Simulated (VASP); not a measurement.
A run of VASP 6.6.1:

The input INCAR:

```
SYSTEM = Al
PREC = Accurate
ENCUT = 520
EDIFF = 1E-6
ISMEAR = -1
SIGMA = 0.05
LREAL = .False.
LASPH = .True.
NELM = 80
ALGO = Normal
ISIF = 2
LWAVE = .False.
LCHARG = .False.
GGA = PE
NBANDS = 8
```

KPOINTS

```
regular mesh
0
Gamma
  18 18 18
  0 0 0
```

Contents of POSCAR:

```
Al
1.0
    0.0000000000      1.7043011470      1.7043011470
    1.7043011470      0.0000000000      1.7043011470
    1.7043011470      1.7043011470      0.0000000000
Al
1
Direct
    0.0000000000      0.0000000000      0.0000000000
```

Potentials or basis: VASP PAW PBE potentials, release 64 (Al).

The run is started by

```console
$ cat potpaw_PBE.64/Al/POTCAR > POTCAR
$ mpirun -np 1 vasp_std > vasp.out
```

Hardware: 1 thread of AMD EPYC 7R43 64-Core Processor (Zen 3) (shared host).

Problem. Estimate the wall time of this run.

Solution. Run time: 13 s on 1 thread of AMD EPYC 7R43 64-Core Processor (Zen 3), with other jobs on the host, peak memory 0.08 GiB. Counts: scf iterations 10, k points 195.
